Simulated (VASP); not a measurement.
ZrNb2N4: single point with PBE

Crystal: ZrNb2N4.

```xyz
7
Lattice="5.8323 -1.5694 0.0000 5.8323 1.5694 0.0000 -2.3736 0.0000 4.7551" Properties=species:S:1:pos:R:3 pbc="T T T"
Zr    0.0000    0.0000    0.0000
Nb    6.6773    0.0000    3.4219
Nb    2.6138    0.0000    1.3332
N     0.4902    0.0000    2.1608
N     4.2088    0.0000    0.0083
N     8.8008    0.0000    2.5943
N     5.0823    0.0000    4.7468
```

```
Program                : VASP 6.6.1
Task                   : single point
Functional             : PBE
Potentials or basis    : VASP PAW PBE potentials, release 64 (Zr_sv, Nb_sv, N)
Cutoff                 : 600 eV
k mesh                 : 6 × 6 × 4
Occupations            : gaussian, width 0.1 eV
Spin                   : no spin polarisation
Dipole correction      : no
Further INCAR settings : ALGO = Normal; EDIFF = 1e-06; NBANDS = 38
```

```
Pressure               : -0.3 GPa
Largest force          : 0.181 eV/Å
Band gap on the k mesh : zero (bands 29 and 30 overlap by 1.00 eV)
```

Forces in eV/Å, atoms in the order of the input:
```
Zr   0.000  0.000  0.000
Nb  -0.013  0.000 -0.039
Nb   0.013  0.000  0.039
N    0.046  0.000  0.021
N   -0.177  0.000 -0.040
N   -0.046  0.000 -0.021
N    0.177  0.000  0.040
```

Stress tensor (GPa, compression positive):
```
-0.37  0.00  0.07
 0.00 -0.11  0.00
 0.07  0.00 -0.45
```

Levels at points of the mesh, in eV from the Fermi level:
```csv
k point,band 26,band 27,band 28,band 29,band 30,band 31,band 32,band 33
"(0.00, 0.00, 0.00)",-2.62,-2.26,-1.80,-1.30,0.09,0.15,0.26,2.08
"(0.50, 0.00, 0.00)",-3.52,-2.80,-2.71,0.33,0.95,1.06,1.17,1.81
"(0.50, 0.50, 0.00)",-3.14,-2.65,-2.12,-1.05,0.20,0.60,1.09,1.50
"(0.00, 0.00, 0.50)",-3.36,-3.08,-2.21,-0.78,0.31,0.55,0.80,1.81
"(0.50, 0.00, 0.50)",-3.05,-2.60,-2.43,-1.30,-0.07,1.56,2.01,2.16
"(0.50, 0.50, 0.50)",-3.50,-2.37,-2.15,-1.04,0.75,1.19,1.24,1.29
```

Wall time 6.3 min on 1 thread of Intel(R) Xeon(R) Platinum 8375C CPU @ 2.90GHz (Ice Lake), with other jobs on the host, peak memory 0.39 GiB.
